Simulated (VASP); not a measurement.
**S: relaxation of cell and atoms with PBE**

S:

```
S
1.0
     0.00000    2.76983    2.76983
     2.76983    0.00000    2.76983
     2.76983    2.76983    0.00000
S
2
Direct
  0.87500 0.87500 0.87500
  0.12500 0.12500 0.12500
```

- Program: VASP 6.6.1
- Task: relaxation of cell and atoms
- Functional: PBE
- Potentials or basis: VASP PAW PBE potentials, release 64 (S)
- Cutoff: 600 eV
- k mesh: 13 × 13 × 13
- Occupations: fermi-dirac, width 0.08 eV
- Spin: no spin polarisation
- Dipole correction: no
- Further INCAR settings: ALGO = Normal; EDIFF = 1e-06; IBRION = 2; EDIFFG = -0.005; NSW = 60; ISIF = 3

| Quantity | Value |
| --- | --- |
| Relaxed volume | 24.24 Å³/atom |
| Relaxed cell | a = 4.093 Å, b = 4.093 Å, c = 4.093 Å, α = 60.00°, β = 60.00°, γ = 60.00° |
| Space group after relaxing (to 0.05 Å) | Fd-3m (No. 227) |
| Energy gained by relaxing | 61.7 meV/atom |
| Ionic steps | 3 |
| Pressure after relaxing | 0.0 GPa |
| Band gap on the k mesh | zero (band 6 reaches 3.67 eV, above the bottom of band 7 at 2.53 eV) |

The path:
```tsv
step	energy change (eV)	largest force (eV/Å)	pressure (GPa)	volume (Å³)
1	0.0000	0.0000	7.25	42.50
2	-0.1233	0.0000	-0.19	48.70
3	-0.1235	0.0000	0.01	48.48
```

Final structure:
```
CELL_PARAMETERS angstrom
0.00000 2.89409 2.89409
2.89409 0.00000 2.89409
2.89409 2.89409 0.00000
ATOMIC_POSITIONS crystal
S 0.87500 0.87500 0.87500
S 0.12500 0.12500 0.12500
```

Levels at points of the mesh, in eV from the Fermi level:
```
           k point  band 4  band 5  band 6  band 7  band 8  band 9
(0.00, 0.00, 0.00)   -3.82   -3.82   -0.92   -0.92   -0.92    5.62
```

Wall time 60 s on 1 thread of AMD EPYC 7R13 Processor (Zen 3), on a shared host, peak memory 0.16 GiB.
